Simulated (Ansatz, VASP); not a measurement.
# Two plane-wave programs on K2Au

```
K Au
1.0
     4.73300    0.00000    0.00000
    -2.36650    4.09890    0.00000
     0.00000    0.00000    8.05838
K Au
2 1
Direct
  0.33333 0.66667 0.24070
  0.66667 0.33333 0.75930
  0.00000 0.00000 0.00000
```

Alike in both runs: functional PBE; k mesh 12 × 12 × 6; occupations gaussian, width 0.1 eV; no spin polarisation.

Ansatz relaxed the structure, and its values are those at the end. VASP's run is a single point on that final structure, the one shown.

|  | VASP | Ansatz |
| --- | --- | --- |
| version | VASP 6.6.1 | Ansatz 0.2.0 |
| potentials or method | VASP PAW PBE potentials, release 64 (K_sv, Au), cutoff 520 eV | scalar-relativistic, plane waves, PAW |
| valence electrons in the cell | 29 | 37 |

|  | VASP | Ansatz | Ansatz less VASP |
| --- | --- | --- | --- |
| gap on the k mesh at the Fermi level (eV) | none | none | - |
| pressure (GPa) | 0.0 | 0.0 | +0.01 |

A gap of «none» marks a metal or a gap that the smearing closes. VASP's potentials hold 29 valence electrons a cell and Ansatz's 37, so a difference there can come from the potentials and not from the codes.

Spin-orbit coupling is off throughout.
